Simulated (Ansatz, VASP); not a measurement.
# Two plane-wave programs on BP

```xyz
2
Lattice="0.0000 2.2690 2.2690 2.2690 0.0000 2.2690 2.2690 2.2690 0.0000" Properties=species:S:1:pos:R:3 pbc="T T T"
B     0.0000    0.0000    0.0000
P     1.1345    1.1345    1.1345
```

Alike in both runs: task relaxation of cell and atoms; functional PBEsol; k mesh 10 × 10 × 10; occupations gaussian, width 0.02 eV; no spin polarisation.

|  | VASP | Ansatz |
| --- | --- | --- |
| version | VASP 6.6.1 | Ansatz 0.2.0 |
| potentials or method | VASP PAW PBE potentials, release 64 (B, P), cutoff 500 eV | scalar-relativistic, plane waves, PAW |
| valence electrons in the cell | 8 | 8 |

Ansatz gave:

- gap on the k mesh at the Fermi level, each at its own relaxed structure (eV): 1.12
- relaxed volume (Å³/atom): 11.54
- relaxed cell length with the largest relative difference (Å): 3.196

Problem. What did VASP give for the same quantities?

Solution. gap on the k mesh at the Fermi level, each at its own relaxed structure (eV): 1.12; relaxed volume (Å³/atom): 11.55; relaxed cell length with the largest relative difference (Å): 3.197.

VASP's potentials were made for PBE, not for PBEsol.
